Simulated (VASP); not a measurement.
# V (Pm-3m) in VASP: further runs

The runs below take V through single point, with PBE.

Everything below comes from runs of VASP 6.6.1. Logs are shortened: lines on timing, memory, paths and dates and some standing lists are left out, and cuts for length are marked.

## Step 1: The cell of the first run

Symmetry: Pm-3m, No. 221, cubic system. The conventional cell has a = 2.433 Å, b = 2.433 Å, c = 2.433 Å, α = 90.00°, β = 90.00°, γ = 90.00°. Within 3.2 Å of V (site symmetry m-3m) lie 6 V at 2.43 Å.

This isn't the form of V at room conditions, which is bcc.

## Step 2: Single point, PBE

The input, INCAR:

```
PREC = Accurate ; ENCUT = 520
EDIFF = 1E-7 ; ISMEAR = -1
SIGMA = 0.06122561905347299 ; LREAL = False
LASPH = True ; NELM = 100
ALGO = Normal ; ISIF = 2
LWAVE = False ; LCHARG = False
GGA = PE ; NBANDS = 12
```

The input, KPOINTS:

```
Automatic mesh
0
Gamma
  22 22 22
```

The input, POSCAR:

```
V
1.0
    2.4325514024      0.0000000000      0.0000000000
    0.0000000000      2.4325514024      0.0000000000
    0.0000000000      0.0000000000      2.4325514024
V
1
Direct
    0.0000000000      0.0000000000      0.0000000000
```

Potentials or basis: VASP PAW PBE potentials, release 64 (V_sv).

Started as:

```bash
$ cat potpaw_PBE.64/V_sv/POTCAR > POTCAR
$ mpirun -np 1 vasp_std > vasp.out
```

OUTCAR:

```text
PREC = Accurate
   ENCUT = 520
   EDIFF = 1E-7
   ISMEAR = -1
   LREAL = False
   LASPH = True
   NELM = 100
   ISIF = 2
   GGA = PE

 ion  position               nearest neighbor table
   1  0.000  0.000  0.000-

  LATTYP: Found a simple cubic cell.
 ALAT       =     2.4325514024

  Lattice vectors:

 A1 = (   2.4325514024,   0.0000000000,   0.0000000000)
 A2 = (   0.0000000000,   2.4325514024,   0.0000000000)
 A3 = (   0.0000000000,   0.0000000000,   2.4325514024)

Analysis of symmetry for initial positions (statically):
=====================================================================
 Subroutine PRICEL returns:
 Original cell was already a primitive cell.

 Routine SETGRP: Setting up the symmetry group for a
 simple cubic supercell.

 Subroutine GETGRP returns: Found 48 space group operations
 (whereof 48 operations were pure point group operations)
 out of a pool of 48 trial point group operations.

The static configuration has the point symmetry O_h .

Analysis of symmetry for dynamics (positions and initial velocities):
=====================================================================
 Subroutine PRICEL returns:
 Original cell was already a primitive cell.

 Routine SETGRP: Setting up the symmetry group for a
 simple cubic supercell.

 Subroutine GETGRP returns: Found 48 space group operations
 (whereof 48 operations were pure point group operations)
 out of a pool of 48 trial point group operations.

The dynamic configuration has the point symmetry O_h .

 Subroutine INISYM returns: Found 48 space group operations
 (whereof 48 operations are pure point group operations),
 and found     1 'primitive' translations

----------------------------------------------------------------------------------------

                                     Primitive cell

  volume of cell :      14.3942

  direct lattice vectors                    reciprocal lattice vectors
     2.432551402  0.000000000  0.000000000     0.411091005  0.000000000  0.000000000
     0.000000000  2.432551402  0.000000000     0.000000000  0.411091005  0.000000000
     0.000000000  0.000000000  2.432551402     0.000000000  0.000000000  0.411091005

  length of vectors
     2.432551402  2.432551402  2.432551402     0.411091005  0.411091005  0.411091005

  position of ions in fractional coordinates (direct lattice)
     0.000000000  0.000000000  0.000000000

  ion indices of the primitive-cell ions
   primitive index   ion index
                 1           1

----------------------------------------------------------------------------------------

 KPOINTS: Automatic mesh

Automatic generation of k-mesh.
 Grid dimensions read from file:
 generate k-points for:   22   22   22

 Generating k-lattice:

  Cartesian coordinates                     Fractional coordinates (reciprocal lattice)
     0.018685955  0.000000000  0.000000000     0.045454545  0.000000000  0.000000000
     0.000000000  0.018685955  0.000000000     0.000000000  0.045454545  0.000000000
     0.000000000  0.000000000  0.018685955     0.000000000  0.000000000  0.045454545

  Length of vectors
     0.018685955  0.018685955  0.018685955

  Shift w.r.t. Gamma in fractional coordinates (k-lattice)
     0.000000000  0.000000000  0.000000000

 Subroutine IBZKPT returns following result:
 ===========================================

 Found    364 irreducible k-points:

 Following reciprocal coordinates:
            Coordinates               Weight
  0.000000  0.000000  0.000000      1.000000
  0.045455  0.000000  0.000000      6.000000
  0.090909  0.000000  0.000000      6.000000
  0.136364  0.000000  0.000000      6.000000
  0.181818  0.000000  0.000000      6.000000
  0.227273  0.000000  0.000000      6.000000
[... 16 lines left out ...]
  0.500000  0.045455  0.000000     12.000000
  0.090909  0.090909  0.000000     12.000000
 [... further k-points ...]
   k-points           NKPTS =    364   k-points in BZ     NKDIM =    364   number of bands    NBANDS=     12
   number of dos      NEDOS =    301   number of ions     NIONS =      1
   total plane-waves  NPLWV =   5832
   dimension x,y,z NGX =    18 NGY =   18 NGZ =   18
   dimension x,y,z NGXF=    36 NGYF=   36 NGZF=   36
   ions per type =               1
   NGX,Y,Z   is equivalent  to a cutoff of  12.30, 12.30, 12.30 a.u.
   NGXF,Y,Z  is equivalent  to a cutoff of  24.60, 24.60, 24.60 a.u.
 SYSTEM =  unknown system
   PREC   = accura    normal or accurate (medium, high low for compatibility)
   ISTART =      0    job   : 0-new  1-cont  2-samecut
   ICHARG =      2    charge: 1-file 2-atom 10-const
   ISPIN  =      1    spin polarized calculation?
   LNONCOLLINEAR =      F non collinear calculations
   LSORBIT =      F    spin-orbit coupling
   LASPH  =      T    aspherical Exc in radial PAW
   ENCUT  =  520.0 eV  38.22 Ry    6.18 a.u.   4.52  4.52  4.52*2*pi/ulx,y,z
   NELM   =    100;   NELMIN=  2; NELMDL= -5     # of ELM steps
   EDIFF  = 0.1E-06   stopping-criterion for ELM
   LREAL  =      F    real-space projection
   EDIFFG = 0.1E-05   stopping-criterion for IOM
   NSW    =      0    number of steps for IOM
   IBRION =     -1    ionic relax: 0-MD 1-quasi-New 2-CG
   NFREE  =      0    steps in history (QN), initial steepest desc. (CG)
   ISIF   =      2    stress and relaxation
   ISYM   =      2    0-nonsym 1-usesym 2-fastsym
   POTIM  = 0.5000    time-step for ionic-motion
   TEBEG  =    0.0;   TEEND  =   0.0 temperature during run
   PSTRESS=    0.0 pullay stress
   NELECT =      13.0000    total number of electrons
   NUPDOWN=      -1.0000    fix difference up-down
   EMIN   =  10.00;   EMAX   =-10.00  energy-range for DOS
   EFERMI =   0.00;   METHOD = LEGACY
   ISMEAR =    -1;   SIGMA  =   0.06  broadening in eV -4-tet -1-fermi 0-gaus
   EFERMI_NEDOS =   21; number of points for ismear=-14 and -15
   IALGO  =     38    algorithm
   IMIX   =      4    mixing-type and parameters
     AMIX     =   0.40;   BMIX     =  1.00
     AMIX_MAG =   1.60;   BMIX_MAG =  1.00
  volume/ion in A,a.u.               =      14.39        97.14
  Fermi-wavevector in a.u.,A,eV,Ry     =   1.582440  2.990378 34.070572  2.504116
  Thomas-Fermi vector in A             =   2.682363
   LORBIT       =      0    0 simple, 1 ext, 2 COOP (PROOUT), +10 PAW based schemes
   GGA     = PE    functional components
   LHFCALC =     F    Hartree Fock is set to
   AEXX    =    0.0000 exact exchange contribution
   IVDW    =     0    specifies the selected vdW correction
   LEPSILON=     F    determine dielectric tensor
   LRPA    =     F    only Hartree local field effects (RPA)
 non-spin polarized calculation
  energy-cutoff  :      520.00
  volume of cell :       14.39
 maximum number of plane-waves:       402
   NGX =  9   NGY =  9   NGZ =  9

 number of electron      12.9999974 magnetization

 Free energy of the ion-electron system (eV)
  ---------------------------------------------------
  ext. energy  EPLUGINS =         0.00000000
  ---------------------------------------------------
  free energy    TOTEN  =        -8.15327959 eV

  energy without entropy =       -8.13889269  energy(sigma->0) =       -8.14608614

 E-fermi :   9.0827     XC(G=0): -12.4304

 val. band max:        9.0735828561   @ k =   0.4091   0.4091   0.1818
 cond. band min:       9.0855530093   @ k =   0.3636   0.2727   0.2727
 fundamental gap:      0.0119701532
 Fermi energy:         9.0826940947

 k-point     1 :       0.0000    0.0000    0.0000
  band No.  band energies     occupation
      1     -54.7850      2.00000
      2     -28.0021      2.00000
      3     -28.0021      2.00000
      4     -28.0021      2.00000
      5       2.6771      2.00000
      6       6.8834      2.00000
      7       6.8834      2.00000
      8      12.6694      0.00000
      9      12.6694      0.00000
     10      12.6694      0.00000
     11      27.5809      0.00000
     12      27.5809      0.00000

 k-point     2 :       0.0455    0.0000    0.0000
  band No.  band energies     occupation
      1     -54.7814      2.00000
      2     -28.0256      2.00000
      3     -28.0001      2.00000
      4     -28.0001      2.00000
      5       2.7400      2.00000
      6       6.8981      2.00000
      7       6.9312      2.00000
      8      12.6199      0.00000
      9      12.6199      0.00000
     10      12.6731      0.00000
     11      27.0065      0.00000
     12      27.6790      0.00000

 k-point     3 :       0.0909    0.0000    0.0000
  band No.  band energies     occupation
      1     -54.7711      2.00000
      2     -28.0942      2.00000
      3     -27.9942      2.00000
      4     -27.9942      2.00000
      5       2.9253      2.00000
      6       6.9412      2.00000
      7       7.0720      2.00000
      8      12.4781      0.00000
      9      12.4781      0.00000
     10      12.6840      0.00000
     11      25.7397      0.00000
     12      27.9673      0.00000

 k-point     4 :       0.1364    0.0000    0.0000
  band No.  band energies     occupation
      1     -54.7548      2.00000
      2     -28.2014      2.00000
      3     -27.9849      2.00000
      4     -27.9849      2.00000
      5       3.2235      2.00000
      6       7.0099      2.00000
      7       7.2972      2.00000
      8      12.2617      0.00000
      9      12.2617      0.00000
     10      12.7011      0.00000
     11      24.2752      0.00000
     12      28.4284      0.00000

 k-point     5 :       0.1818    0.0000    0.0000
  band No.  band energies     occupation
      1     -54.7338      2.00000
      2     -28.3376      2.00000
      3     -27.9731      2.00000
      4     -27.9731      2.00000
      5       3.6198      2.00000
      6       7.0998      2.00000
      7       7.5914      2.00000
      8      11.9955      0.00000
      9      11.9955      0.00000
     10      12.7231      0.00000
     11      22.8081      0.00000
     12      29.0388      0.00000
[... 228 lines left out ...]
      1     -54.6187      2.00000
      2     -29.0240      2.00000
      3     -27.9324      2.00000
      4     -27.9084      2.00000
      5       6.3330      2.00000
      6       7.6443      2.00000
      7       8.8244      1.97099
      8      10.7728      0.00000
      9      10.8628      0.00000
     10      12.7986      0.00000
     11      17.5548      0.00000
     12      28.6984      0.00000

 k-point    22 :       0.4545    0.0455    0.0000
  band No.  band energies     occupation
      1     -54.6080      2.00000
      2     -29.0868      2.00000
      3     -27.9263      2.00000
      4     -27.9024      2.00000
      5       6.7323      2.00000
      6       7.6960      2.00000
      7       8.7757      1.98681
      8      10.6685      0.00000
      9      10.8175      0.00000
     10      12.8102      0.00000
     11      17.1525      0.00000
     12      28.5196      0.00000

 k-point    23 :       0.5000    0.0455    0.0000
  band No.  band energies     occupation
      1     -54.6044      2.00000
      2     -29.1083      2.00000
      3     -27.9243      2.00000
      4     -27.9004      2.00000
      5       6.8907      2.00000
      6       7.7142      2.00000
      7       8.7342      1.99327
      8      10.6332      0.00000
      9      10.8055      0.00000
     10      12.8141      0.00000
     11      17.0182      0.00000
     12      28.4567      0.00000

 k-point    24 :       0.0909    0.0909    0.0000
  band No.  band energies     occupation
      1     -54.7574      2.00000
      2     -28.0915      2.00000
      3     -28.0801      2.00000
      4     -27.9864      2.00000
      5       3.1695      2.00000
      6       7.0627      2.00000
      7       7.1982      2.00000
      8      12.2783      0.00000
      9      12.4574      0.00000
     10      12.5332      0.00000
     11      25.9456      0.00000
     12      26.1391      0.00000

 [... further k-points ...]

------------------------ aborting loop because EDIFF is reached ----------------------------------------

  FORCE on cell =-STRESS in cart. coord.  units (eV):
  Direction    XX          YY          ZZ          XY          YZ          ZX
  --------------------------------------------------------------------------------------
  -------------------------------------------------------------------------------------
  Total        0.2755055      0.2755055      0.2755055      0.0000000      0.0000000      0.0000000
  in kB       30.6658297     30.6658297     30.6658297      0.0000000      0.0000000      0.0000000
  external PRESSURE =      30.6658297 kB  Pullay stress =       0.0000000 kB

 VOLUME and BASIS-vectors are now :
 -----------------------------------------------------------------------------
  energy-cutoff  :      520.00
  volume of cell :       14.39
      direct lattice vectors                 reciprocal lattice vectors
     2.432551402  0.000000000  0.000000000     0.411091005  0.000000000  0.000000000
     0.000000000  2.432551402  0.000000000     0.000000000  0.411091005  0.000000000
     0.000000000  0.000000000  2.432551402     0.000000000  0.000000000  0.411091005

 POSITION                                       TOTAL-FORCE (eV/Angst)
 -----------------------------------------------------------------------------------
      0.00000      0.00000      0.00000         0.000000      0.000000      0.000000
 -----------------------------------------------------------------------------------
    total drift:                               -0.000000      0.000000      0.000000

  FREE ENERGIE OF THE ION-ELECTRON SYSTEM (eV)
  ---------------------------------------------------
  free  energy   TOTEN  =        -8.1532795854 eV

  energy  without entropy=       -8.1388926884  energy(sigma->0) =       -8.14608614
```

Wall time 43 s (1 thread of Intel Xeon 8259CL, shared host); peak memory 0.17 GiB.

Results:

* Free energy: -8.1533 eV
* Pressure: 3.1 GPa
* Band gap on the k mesh: zero (an odd number of electrons rules out a gap without spin polarisation)

Levels at points of the mesh, in eV from the Fermi level:
| k point | band 5 | band 6 | band 7 | band 8 | band 9 | band 10 |
| --- | --- | --- | --- | --- | --- | --- |
| (0.00, 0.00, 0.00) | -6.41 | -2.20 | -2.20 | 3.59 | 3.59 | 3.59 |
| (0.50, 0.00, 0.00) | -2.26 | -1.41 | -0.17 | 1.54 | 1.54 | 3.77 |
| (0.50, 0.50, 0.00) | -3.67 | -0.71 | 1.99 | 1.99 | 4.85 | 6.25 |
| (0.50, 0.50, 0.50) | -2.01 | -2.01 | -2.01 | 4.97 | 4.97 | 10.39 |

Caveat: the cell stands under pressure.

## Step 3: Single point, PBE

The input, INCAR:

```
SYSTEM = V
PREC = Accurate ; ENCUT = 520
EDIFF = 1E-6 ; ISMEAR = -1
SIGMA = 0.06122561905347299 ; LREAL = .False.
LASPH = .True. ; NELM = 80
ALGO = Normal ; ISIF = 2
LWAVE = .False. ; LCHARG = .False.
GGA = PE ; NBANDS = 12
```

The input, KPOINTS:

```
regular mesh
0
Gamma
  22 22 22
  0 0 0
```

POSCAR is that of step 2.

Potentials or basis: VASP PAW PBE potentials, release 64 (V_sv).

Started as:

```bash
$ cat potpaw_PBE.64/V_sv/POTCAR > POTCAR
$ mpirun -np 1 vasp_std > vasp.out
```

Wall time 55 s (1 thread of Intel Xeon 8259CL, shared host); peak memory 0.17 GiB.

It converged, with:

| Quantity | Value |
| --- | --- |
| Free energy | -8.1533 eV |
| Pressure | 3.1 GPa |
| Band gap on the k mesh | zero (an odd number of electrons rules out a gap without spin polarisation) |

Levels at points of the mesh, in eV from the Fermi level:
| k point | band 3 | band 4 | band 5 | band 6 | band 7 | band 8 | band 9 | band 10 | band 11 | band 12 |
| --- | --- | --- | --- | --- | --- | --- | --- | --- | --- | --- |
| (0.00, 0.00, 0.00) | -37.08 | -37.08 | -6.41 | -2.20 | -2.20 | 3.59 | 3.59 | 3.59 | 18.50 | 18.50 |
| (0.50, 0.00, 0.00) | -36.98 | -36.98 | -2.26 | -1.41 | -0.17 | 1.54 | 1.54 | 3.77 | 7.94 | 19.43 |
| (0.50, 0.50, 0.00) | -38.03 | -36.89 | -3.67 | -0.71 | 1.99 | 1.99 | 4.85 | 6.25 | 6.25 | 12.80 |
| (0.50, 0.50, 0.50) | -37.87 | -37.87 | -2.01 | -2.01 | -2.01 | 4.97 | 4.97 | 10.39 | 13.70 | 13.70 |

Caveat: the cell stands under pressure.
